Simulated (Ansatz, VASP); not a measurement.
# One calculation of Cd2Se, two programs

File INCAR:

```
PREC = Accurate
ENCUT = 520
EDIFF = 1E-6
ISMEAR = 0
SIGMA = 0.1
LREAL = F
LASPH = T
NELM = 100
ALGO = Normal
ISIF = 2
LWAVE = F
LCHARG = T
GGA = PE
LELF = T
LVHAR = T
NBANDS = 39
```

The input KPOINTS:

```
Automatic mesh
0
Gamma
  4 4 4
```

POSCAR

```
Cd2Se
1.0
    0.0000000000      4.2164633400      4.2164633400
    4.2164633400      0.0000000000      4.2164633400
    4.2164633400      4.2164633400      0.0000000000
Cd Se
4 2
Direct
    0.6250000000      0.6250000000      0.6250000000
    0.1250000000      0.6250000000      0.6250000000
    0.6250000000      0.1250000000      0.6250000000
    0.6250000000      0.6250000000      0.1250000000
    0.0000000000      0.0000000000      0.0000000000
    0.2500000000      0.2500000000      0.2500000000
```

Input for Ansatz:

```yaml
crystal:
  lattice:
    - [0.0, 4.21646334, 4.21646334]
    - [4.21646334, 0.0, 4.21646334]
    - [4.21646334, 4.21646334, 0.0]
  atoms:
    - { symbol: Cd, position: [0.625, 0.625, 0.625] }
    - { symbol: Cd, position: [0.125, 0.625, 0.625] }
    - { symbol: Cd, position: [0.625, 0.125, 0.625] }
    - { symbol: Cd, position: [0.625, 0.625, 0.125] }
    - { symbol: Se, position: [0.0, 0.0, 0.0] }
    - { symbol: Se, position: [0.25, 0.25, 0.25] }
basis:
  ecutwfc: 420
kpoints:
  mp_grid: { grid: [4, 4, 4] }
hamiltonian:
  xc: pbe
scf:
  occupations: { method: gaussian, width: 0.1 }
  lower_state_search: "off"
output:
  forces: true
  stress: true
  eigenvalues: true
```

Change from the starting cell: species swapped into the ErCo2 type (Fd-3m, No. 227).

Alike in both runs: task single point; functional PBE; k mesh 4 × 4 × 4; occupations gaussian, width 0.1 eV; no spin polarisation.

|  | VASP | Ansatz |
| --- | --- | --- |
| version | VASP 6.6.1 | Ansatz 0.2.0 |
| potentials or method | VASP PAW PBE potentials, release 64 (Cd, Se), cutoff 520 eV | scalar-relativistic, plane waves, PAW |
| valence electrons in the cell | 60 | 112 |

|  | VASP | Ansatz | Ansatz less VASP |
| --- | --- | --- | --- |
| gap on the k mesh at the Fermi level (eV) | 0.04 | 0.05 | +0.003 |
| least direct gap on the mesh (eV) | 0.14 | 0.15 | +0.003 |
| pressure (GPa) | -3.0 | -3.2 | -0.20 |

VASP's potentials hold 60 valence electrons a cell and Ansatz's 112, so a difference there can come from the potentials and not from the codes.
